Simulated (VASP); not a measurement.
CdGa2O3, 6 atoms in the cell. Symmetry: P4/mmm, No. 123, tetragonal system. Conventional cell: a = 2.871 Å, b = 2.871 Å, c = 8.619 Å, α = 90.00°, β = 90.00°, γ = 90.00°. Cd (site symmetry 4/mmm) has 8 O at 2.53 Å and 4 Cd at 2.87 Å and 2 Ga at 2.89 Å within 3.3 Å. Within 3.2 Å of Ga (site symmetry 4mm) lie 8 O at 2.46 to 2.48 Å and 5 Ga at 2.84 to 2.87 Å and 1 Cd at 2.89 Å. O (site symmetry 4mm) has 4 Ga at 2.46 Å and 4 Cd at 2.53 Å and 6 O at 2.80 to 3.02 Å within 3.2 Å. Within 3.3 Å of O (site symmetry 4/mmm) lie 8 Ga at 2.48 Å and 6 O at 2.80 to 2.87 Å. 

| Property | Result |
| --- | --- |
| Program | VASP 6.6.1 |
| Task | single point |
| Functional | PBE |
| Potentials or basis | VASP PAW PBE potentials, release 64 (Cd, Ga_d, O) |
| Cutoff | 520 eV |
| k mesh | 14 × 14 × 6 |
| Occupations | gaussian, width 0.1 eV |
| Spin | no spin polarisation |
| Dipole correction | no |
| Further INCAR settings | ALGO = Normal; EDIFF = 1e-06; NBANDS = 37 |

Potentials or basis: VASP PAW PBE potentials, release 64 (Cd, Ga_d, O).

Command:

```sh
$ cat potpaw_PBE.64/Cd/POTCAR potpaw_PBE.64/Ga_d/POTCAR potpaw_PBE.64/O/POTCAR > POTCAR
$ mpirun -np 1 vasp_std > vasp.out
```

Hardware: 1 thread of Oxide Virtual Turin-like Processor, with other jobs on the host.

How long does it take, and how much memory?

It took 12 min on 1 thread of Oxide Virtual Turin-like Processor, with other jobs on the host, peak memory 0.41 GiB. Counts: scf iterations 15, k points 144.
